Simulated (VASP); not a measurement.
**Be: relaxation of cell and atoms with PBEsol**

The system is Be.

```xyz
4
Lattice="2.4392 0.0000 0.0000 -1.2196 2.1124 0.0000 0.0000 0.0000 6.6432" Properties=species:S:1:pos:R:3 pbc="T T T"
Be    0.0000    0.0000    1.6608
Be    0.0000    0.0000    4.9824
Be    0.0000    1.4082    4.9824
Be    1.2196    0.7041    1.6608
```

```yaml
Program: VASP 6.6.1
Task: relaxation of cell and atoms
Functional: PBEsol
Potentials_or_basis: VASP PAW PBE potentials, release 64 (Be)
Cutoff: 600 eV
k_mesh: 9 × 9 × 4
Occupations: gaussian, width 0.1 eV
Spin: no spin polarisation
Dipole_correction: no
Further_INCAR_settings: ALGO = Normal; EDIFF = 1e-07; IBRION = 2; EDIFFG = -0.04; NSW = 90; ISIF = 3
```

```yaml
Relaxed_volume: 10.31 Å³/atom
Relaxed_cell: a = 3.614 Å, b = 3.614 Å, c = 3.646 Å, α = 90.00°, β = 90.00°, γ = 120.00°
Space_group_after_relaxing_to_0.1_Å: P6_3/mmc (No. 194)
Energy_gained_by_relaxing: 4974.2 meV/atom
Ionic_steps: 14
Pressure_after_relaxing: -0.1 GPa
Band_gap_on_the_k_mesh: zero (bands 4 and 5 overlap by 4.75 eV)
```

Step by step:
```csv
step,energy change (eV),largest force (eV/Å),pressure (GPa),volume (Å³)
1,0.0000,0.0000,132.43,34.23
2,-15.5505,0.0000,-3.83,77.76
3,-15.5422,0.0000,-2.50,75.28
4,-15.5513,0.0000,-3.30,76.73
5,-15.8519,0.0000,-4.05,72.62
6,-16.9707,0.0000,-6.96,62.50
7,-19.5500,0.0000,0.82,41.58
8,-19.1368,0.0000,-10.77,50.90
9,-19.7913,0.0000,-6.94,45.69
10,-19.8095,0.0000,-5.84,44.90
11,-19.7580,0.0000,10.10,37.12
12,-19.8794,0.0000,-0.18,41.37
13,-19.8570,0.0000,0.31,41.01
14,-19.8968,0.0000,-0.09,41.23
```

Final structure:
```
CELL_PARAMETERS angstrom
3.61396 0.00000 0.00000
-1.80698 3.12978 0.00000
0.00000 0.00000 3.64551
ATOMIC_POSITIONS crystal
Be 0.00000 0.00000 0.25000
Be 0.00000 0.00000 0.75000
Be 0.33333 0.66667 0.75000
Be 0.66667 0.33333 0.25000
```

Levels at points of the mesh, in eV from the Fermi level:
```csv
k point,band 1,band 2,band 3,band 4,band 5,band 6,band 7,band 8
"(0.00, 0.00, 0.00)",-8.96,-2.35,0.67,0.67,2.65,2.65,2.89,7.52
"(0.00, 0.00, 0.50)",-6.81,-6.81,2.73,2.73,2.73,2.73,6.74,6.74
```

Wall time 3.2 min on 1 thread of Intel Xeon 8259CL (shared host), peak memory 0.15 GiB.

Caveat: the volume moved by over 15 % at a fixed basis, so the end points are rough; the PAW data sets were made with another functional, which shifts forces and pressure a little.
